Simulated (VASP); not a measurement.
# GaN (rocksalt type) in VASP: further runs, part 2 of 3

VASP 6.6.1. The steps go on from the part before.

## Step 4: Electric field gradients, PBE (atom 2 (N) moved by [0.12, 0.0, 0.0] A)

File INCAR:

```
PREC = Accurate
ENCUT = 520
EDIFF = 1E-8
ISMEAR = -1
SIGMA = 0.05
LREAL = False
LASPH = True
NELM = 100
ALGO = Normal
ISIF = 2
LWAVE = False
LCHARG = False
GGA = PE
LEFG = True
NBANDS = 16
```

File KPOINTS:

```
regular mesh
0
Gamma
  13 13 13
```

File POSCAR:

```
GaN
1.0
    0.0000000000      2.1341217709      2.1341217709
    2.1341217709      0.0000000000      2.1341217709
    2.1341217709      2.1341217709      0.0000000000
Ga N
1 1
Direct
    0.0000000000      0.0000000000      0.0000000000
    0.4718853906      0.5281146094      0.5281146094
```

Potentials or basis: VASP PAW PBE potentials, release 64 (Ga_d, N).

The run is started by

```
$ cat potpaw_PBE.64/Ga_d/POTCAR potpaw_PBE.64/N/POTCAR > POTCAR
$ mpirun -np 1 vasp_std > vasp.out
```

OUTCAR:

```text
PREC = Accurate
   ENCUT = 520
   EDIFF = 1E-8
   ISMEAR = -1
   LREAL = False
   LASPH = True
   NELM = 100
   ISIF = 2
   GGA = PE

 ion  position               nearest neighbor table
   1  0.000  0.000  0.000-   2 2.01   2 2.14   2 2.14   2 2.14   2 2.14   2 2.25
   2  0.472  0.528  0.528-   1 2.01   1 2.14   1 2.14   1 2.14   1 2.14   1 2.25

  LATTYP: Found a face centered cubic cell.
 ALAT       =     4.2682435418

  Lattice vectors:

 A1 = (   0.0000000000,   2.1341217709,   2.1341217709)
 A2 = (   2.1341217709,   0.0000000000,   2.1341217709)
 A3 = (   2.1341217709,   2.1341217709,   0.0000000000)

Analysis of symmetry for initial positions (statically):
=====================================================================
 Subroutine PRICEL returns:
 Original cell was already a primitive cell.

 Routine SETGRP: Setting up the symmetry group for a
 face centered cubic supercell.

 Subroutine GETGRP returns: Found  8 space group operations
 (whereof  8 operations were pure point group operations)
 out of a pool of 48 trial point group operations.

The static configuration has the point symmetry C_4v.

Analysis of symmetry for dynamics (positions and initial velocities):
=====================================================================
 Subroutine PRICEL returns:
 Original cell was already a primitive cell.

 Routine SETGRP: Setting up the symmetry group for a
 face centered cubic supercell.

 Subroutine GETGRP returns: Found  8 space group operations
 (whereof  8 operations were pure point group operations)
 out of a pool of 48 trial point group operations.

The dynamic configuration has the point symmetry C_4v.

 Subroutine INISYM returns: Found  8 space group operations
 (whereof  8 operations are pure point group operations),
 and found     1 'primitive' translations

----------------------------------------------------------------------------------------

                                     Primitive cell

  volume of cell :      19.4396

  direct lattice vectors                    reciprocal lattice vectors
     0.000000000  2.134121771  2.134121771    -0.234288412  0.234288412  0.234288412
     2.134121771  0.000000000  2.134121771     0.234288412 -0.234288412  0.234288412
     2.134121771  2.134121771  0.000000000     0.234288412  0.234288412 -0.234288412

  length of vectors
     3.018103952  3.018103952  3.018103952     0.405799433  0.405799433  0.405799433

  position of ions in fractional coordinates (direct lattice)
     0.000000000  0.000000000  0.000000000
     0.471885391  0.528114609  0.528114609

  ion indices of the primitive-cell ions
   primitive index   ion index
                 1           1
                 2           2

----------------------------------------------------------------------------------------

 KPOINTS: regular mesh

Automatic generation of k-mesh.
 Grid dimensions read from file:
 generate k-points for:   13   13   13

 Generating k-lattice:

[... 63 lines left out ...]
   EDIFFG = 0.1E-06   stopping-criterion for IOM
   NSW    =      0    number of steps for IOM
   IBRION =     -1    ionic relax: 0-MD 1-quasi-New 2-CG
   NFREE  =      0    steps in history (QN), initial steepest desc. (CG)
   ISIF   =      2    stress and relaxation
   ISYM   =      2    0-nonsym 1-usesym 2-fastsym
   POTIM  = 0.5000    time-step for ionic-motion
   TEBEG  =    0.0;   TEEND  =   0.0 temperature during run
   PSTRESS=    0.0 pullay stress
   NELECT =      18.0000    total number of electrons
   NUPDOWN=      -1.0000    fix difference up-down
   EMIN   =  10.00;   EMAX   =-10.00  energy-range for DOS
   EFERMI =   0.00;   METHOD = LEGACY
   ISMEAR =    -1;   SIGMA  =   0.05  broadening in eV -4-tet -1-fermi 0-gaus
   EFERMI_NEDOS =   21; number of points for ismear=-14 and -15
   IALGO  =     38    algorithm
   IMIX   =      4    mixing-type and parameters
     AMIX     =   0.40;   BMIX     =  1.00
     AMIX_MAG =   1.60;   BMIX_MAG =  1.00
  volume/ion in A,a.u.               =       9.72        65.59
  Fermi-wavevector in a.u.,A,eV,Ry     =   1.595646  3.015333 34.641593  2.546085
  Thomas-Fermi vector in A             =   2.693532
   LORBIT       =      0    0 simple, 1 ext, 2 COOP (PROOUT), +10 PAW based schemes
   GGA     = PE    functional components
   LHFCALC =     F    Hartree Fock is set to
   AEXX    =    0.0000 exact exchange contribution
   IVDW    =     0    specifies the selected vdW correction
   LEPSILON=     F    determine dielectric tensor
   LRPA    =     F    only Hartree local field effects (RPA)
 non-spin polarized calculation
  energy-cutoff  :      520.00
  volume of cell :       19.44
 maximum number of plane-waves:       535
   NGX = 11   NGY = 11   NGZ = 11

 number of electron      18.0000007 magnetization

 Free energy of the ion-electron system (eV)
  ---------------------------------------------------
  ext. energy  EPLUGINS =         0.00000000
  ---------------------------------------------------
  free energy    TOTEN  =       -11.19001425 eV

  energy without entropy =      -11.18997428  energy(sigma->0) =      -11.18999426

 E-fermi :   7.8363     XC(G=0): -12.9071

 val. band max:        7.5244379854   @ k =   0.0000  -0.1538   0.1538
 cond. band min:       8.0567647585   @ k =   0.4615   0.4615   0.0000
 fundamental gap:      0.5323267731
 Fermi energy:         7.8363053727

 k-point     1 :       0.0000    0.0000    0.0000
  band No.  band energies     occupation
      1      -9.4965      2.00000
      2      -6.4653      2.00000
      3      -6.4653      2.00000
      4      -6.4618      2.00000
      5      -6.3906      2.00000
      6      -6.3736      2.00000
[... 433 lines left out ...]
      3      -6.5517      2.00000
      4      -6.4447      2.00000
      5      -6.3201      2.00000
      6      -6.2023      2.00000
[... 8 lines left out ...]
     15      25.8342      0.00000
     16      27.9647      0.00000

 [... further k-points ...]
[... 5 lines left out ...]
  --------------------------------------------------------------------------------------
  -------------------------------------------------------------------------------------
  Total        0.7712739      0.0308699      0.0308699     -0.0000000      0.0000000      0.0000000
  in kB       63.5669919      2.5442438      2.5442438     -0.0000000      0.0000000      0.0000000
  external PRESSURE =      22.8851599 kB  Pullay stress =       0.0000000 kB

 VOLUME and BASIS-vectors are now :
 -----------------------------------------------------------------------------
  energy-cutoff  :      520.00
  volume of cell :       19.44
      direct lattice vectors                 reciprocal lattice vectors
     0.000000000  2.134121771  2.134121771    -0.234288412  0.234288412  0.234288412
     2.134121771  0.000000000  2.134121771     0.234288412 -0.234288412  0.234288412
     2.134121771  2.134121771  0.000000000     0.234288412  0.234288412 -0.234288412

 POSITION                                       TOTAL-FORCE (eV/Angst)
 -----------------------------------------------------------------------------------
      0.00000      0.00000      0.00000         0.320604      0.000000      0.000000
      2.25412      2.13412      2.13412        -0.320604      0.000000      0.000000
 -----------------------------------------------------------------------------------
    total drift:                                0.000092      0.000000      0.000000

  FREE ENERGIE OF THE ION-ELECTRON SYSTEM (eV)
  ---------------------------------------------------
  free  energy   TOTEN  =       -11.1900142451 eV

  energy  without entropy=      -11.1899742800  energy(sigma->0) =      -11.18999426

 Electric field gradients (V/A^2)
---------------------------------------------------------------------
 ion       V_xx      V_yy      V_zz      V_xy      V_xz      V_yz
---------------------------------------------------------------------
   1     -10.775     5.388     5.388     0.002     0.002     0.002
   2      -1.041     0.521     0.521     0.000     0.000     0.000
---------------------------------------------------------------------

 Electric field gradients after diagonalization (V/A^2)
 (convention: |V_zz| > |V_xx| > |V_yy|)
----------------------------------------------------------------------
 ion       V_xx      V_yy      V_zz     asymmetry (V_yy - V_xx)/ V_zz
----------------------------------------------------------------------
   1       5.389     5.386   -10.775       0.000
   2       0.521     0.520    -1.041       0.001
----------------------------------------------------------------------

           NMR quadrupolar parameters

 Cq : quadrupolar parameter    Cq=e*Q*V_zz/h
 eta: asymmetry parameters     (V_yy - V_xx)/ V_zz
 Q  : nuclear electric quadrupole moment in mb (millibarn)
----------------------------------------------------------------------
 ion       Cq(MHz)       eta       Q (mb)
----------------------------------------------------------------------
   1      -0.026       0.000       1.000
   2      -0.003       0.001       1.000
----------------------------------------------------------------------
```

OSZICAR:

```text
N       E                     dE             d eps       ncg     rms          rms(c)
DAV:   1     0.744830408283E+02    0.74483E+02   -0.93359E+03  7216   0.211E+03
DAV:   2    -0.856069007931E+01   -0.83044E+02   -0.77510E+02  7232   0.318E+02
DAV:   3    -0.129633925148E+02   -0.44027E+01   -0.43892E+01  7208   0.633E+01
DAV:   4    -0.130029243483E+02   -0.39532E-01   -0.39529E-01  7960   0.634E+00
DAV:   5    -0.130033839021E+02   -0.45955E-03   -0.45955E-03  7376   0.623E-01    0.731E+00
DAV:   6    -0.112139115459E+02    0.17895E+01   -0.44447E+00  9256   0.393E+01    0.241E+00
DAV:   7    -0.112052320147E+02    0.86795E-02   -0.22622E-01  7592   0.535E+00    0.157E+00
DAV:   8    -0.111919827647E+02    0.13249E-01   -0.36929E-02  6984   0.212E+00    0.555E-01
DAV:   9    -0.111899831950E+02    0.19996E-02   -0.69261E-03  7968   0.182E+00    0.126E-01
DAV:  10    -0.111900244331E+02   -0.41238E-04   -0.67758E-04  7400   0.310E-01    0.360E-02
DAV:  11    -0.111900125176E+02    0.11915E-04   -0.50237E-05  8328   0.840E-02    0.882E-03
DAV:  12    -0.111900144341E+02   -0.19165E-05   -0.34863E-06  7648   0.299E-02    0.406E-03
DAV:  13    -0.111900143349E+02    0.99161E-07   -0.21661E-07  7504   0.596E-03    0.145E-03
DAV:  14    -0.111900142447E+02    0.90218E-07   -0.27090E-08  7400   0.143E-03    0.285E-04
DAV:  15    -0.111900142451E+02   -0.38199E-09   -0.14535E-09  3952   0.377E-04
   1 F= -.11190014E+02 E0= -.11189994E+02  d E =-.399651E-04
```

Wall time 21 s (1 thread of Intel Xeon 6975P-C (Granite Rapids), shared host); peak memory 0.18 GiB.

Results:

- Free energy: -11.1900 eV
- Pressure: 2.3 GPa
- Largest force: 0.321 eV/Å
- Band gap on the k mesh: 0.53 eV, indirect (least direct gap 2.35 eV)

Forces in eV/Å, atoms in the order of the input:
```
Ga   0.321  0.000  0.000
N   -0.321  0.000  0.000
```

Electric field gradients, principal values (V/Å²):
| atom | least | middle | greatest (by size) |
| --- | --- | --- | --- |
| 1 Ga | 5.386 | 5.389 | -10.775 |
| 2 N | 0.520 | 0.521 | -1.041 |

Caveat: the cell differs from its parent crystal (atom 2 (N) moved by [0.12, 0.0, 0.0] A); without QUAD_EFG the Cq values of the log hold for a quadrupole moment of 1 mb, not for the nuclei.

## Step 5: Electric field gradients, PBE (xy shear strain of -2 %)

File INCAR:

```
PREC     = Accurate       # precision mode
ENCUT    = 520            # plane-wave cutoff, eV
EDIFF    = 1E-8           # SCF threshold, eV
ISMEAR   = -1             # smearing method
SIGMA    = 0.05           # smearing width, eV
LREAL    = F              # projectors in reciprocal space
LASPH    = T              # aspherical terms in the spheres
NELM     = 80             # most SCF steps
ALGO     = Normal         # electronic algorithm
ISIF     = 2              # what is computed and relaxed
LWAVE    = F              # write WAVECAR
LCHARG   = F              # write CHGCAR
GGA      = PE             # functional
LEFG     = T            
NBANDS   = 16             # bands
```

File KPOINTS:

```
Automatic mesh
0
Gamma
  13 13 13
```

File POSCAR:

```
GaN
1.0
   -0.0213412177      2.1341217709      2.1341217709
    2.1341217709     -0.0213412177      2.1341217709
    2.1127805532      2.1127805532      0.0000000000
Ga N
1 1
Direct
    0.0000000000      0.0000000000      0.0000000000
    0.5000000000      0.5000000000      0.5000000000
```

Potentials or basis: VASP PAW PBE potentials, release 64 (Ga_d, N).

The run is started by

```
$ cat potpaw_PBE.64/Ga_d/POTCAR potpaw_PBE.64/N/POTCAR > POTCAR
$ mpirun -np 1 vasp_std > vasp.out
```

OUTCAR:

```text
PREC = Accurate
   ENCUT = 520
   EDIFF = 1E-8
   ISMEAR = -1
   LREAL = F
   LASPH = T
   NELM = 80
   ISIF = 2
   GGA = PE

 ion  position               nearest neighbor table
   1  0.000  0.000  0.000-   2 2.13   2 2.13   2 2.13   2 2.13   2 2.13   2 2.13
   2  0.500  0.500  0.500-   1 2.13   1 2.13   1 2.13   1 2.13   1 2.13   1 2.13

  LATTYP: Found a body centered orthorhombic cell.
 ALAT       =     2.9879229127
 B/A-ratio  =     1.0202020202
 C/A-ratio  =     1.4284985478

  Lattice vectors:

[... 669 lines left out ...]
  ---------------------------------------------------
  free  energy   TOTEN  =       -11.2016797338 eV

  energy  without entropy=      -11.2016127291  energy(sigma->0) =      -11.20164623

 Electric field gradients (V/A^2)
---------------------------------------------------------------------
 ion       V_xx      V_yy      V_zz      V_xy      V_xz      V_yz
---------------------------------------------------------------------
   1       0.029     0.029    -0.057     1.800     0.001     0.001
   2      -0.028    -0.028     0.057    -4.620    -0.001    -0.001
---------------------------------------------------------------------

 Electric field gradients after diagonalization (V/A^2)
 (convention: |V_zz| > |V_xx| > |V_yy|)
----------------------------------------------------------------------
 ion       V_xx      V_yy      V_zz     asymmetry (V_yy - V_xx)/ V_zz
----------------------------------------------------------------------
   1      -1.771    -0.057     1.828       0.938
   2       4.591     0.057    -4.648       0.976
----------------------------------------------------------------------

           NMR quadrupolar parameters

 Cq : quadrupolar parameter    Cq=e*Q*V_zz/h
 eta: asymmetry parameters     (V_yy - V_xx)/ V_zz
 Q  : nuclear electric quadrupole moment in mb (millibarn)
----------------------------------------------------------------------
 ion       Cq(MHz)       eta       Q (mb)
----------------------------------------------------------------------
   1       0.004       0.938       1.000
   2      -0.011       0.976       1.000
----------------------------------------------------------------------
```

OSZICAR:

```text
N       E                     dE             d eps       ncg     rms          rms(c)
DAV:   1     0.728036163979E+02    0.72804E+02   -0.92497E+03 12864   0.212E+03
DAV:   2    -0.860697068991E+01   -0.81411E+02   -0.76245E+02 12688   0.317E+02
DAV:   3    -0.129547019219E+02   -0.43477E+01   -0.43334E+01 12744   0.627E+01
DAV:   4    -0.129936619429E+02   -0.38960E-01   -0.38956E-01 13696   0.623E+00
DAV:   5    -0.129941222472E+02   -0.46030E-03   -0.46030E-03 13088   0.609E-01    0.726E+00
DAV:   6    -0.112259269686E+02    0.17682E+01   -0.44296E+00 16136   0.389E+01    0.239E+00
DAV:   7    -0.112167906645E+02    0.91363E-02   -0.21755E-01 13232   0.527E+00    0.156E+00
DAV:   8    -0.112036653609E+02    0.13125E-01   -0.36408E-02 12264   0.210E+00    0.566E-01
DAV:   9    -0.112016454588E+02    0.20199E-02   -0.67763E-03 13632   0.177E+00    0.125E-01
DAV:  10    -0.112016883493E+02   -0.42891E-04   -0.61374E-04 12768   0.290E-01    0.340E-02
DAV:  11    -0.112016782770E+02    0.10072E-04   -0.44774E-05 14144   0.796E-02    0.819E-03
DAV:  12    -0.112016799094E+02   -0.16324E-05   -0.31627E-06 13392   0.299E-02    0.407E-03
DAV:  13    -0.112016797993E+02    0.11011E-06   -0.24463E-07 13008   0.472E-03    0.101E-03
DAV:  14    -0.112016797505E+02    0.48804E-07   -0.97060E-09 10416   0.826E-04    0.711E-05
DAV:  15    -0.112016797309E+02    0.19662E-07   -0.12438E-09  6880   0.366E-04    0.158E-04
DAV:  16    -0.112016797338E+02   -0.29499E-08   -0.21682E-10  6504   0.144E-04
   1 F= -.11201680E+02 E0= -.11201646E+02  d E =-.670047E-04
```

stdout:

```text
POSCAR found type information on POSCAR GaN
 POSCAR found :  2 types and       2 ions
 scaLAPACK will be used
 LDA part: xc-table for (Slater+PW92), standard interpolation
 POSCAR, INCAR and KPOINTS ok, starting setup
 FFT: planning ... GRIDC
 FFT: planning ... GRID_SOFT
 FFT: planning ... GRID
 WAVECAR not read
 entering main loop
ion   1

ion   2
```

Wall time 38 s (1 thread of Intel Xeon 6975P-C (Granite Rapids), shared host); peak memory 0.22 GiB.

Results:

| Property | Result |
| --- | --- |
| Free energy | -11.2017 eV |
| Pressure | 0.8 GPa |
| Band gap on the k mesh | 0.42 eV, indirect (least direct gap 2.25 eV) |

Stress tensor (GPa, compression positive):
```
0.84 4.10 0.00
4.10 0.84 0.00
0.00 0.00 0.72
```

Electric field gradients, principal values (V/Å²):
```tsv
atom	least	middle	greatest (by size)
1 Ga	-0.057	-1.771	1.828
2 N	0.057	4.591	-4.648
```

Caveat: the cell differs from its parent crystal (xy shear strain of -2 %); without QUAD_EFG the Cq values of the log hold for a quadrupole moment of 1 mb, not for the nuclei. A k mesh can miss the band edges.

[end of part 2 of 3]
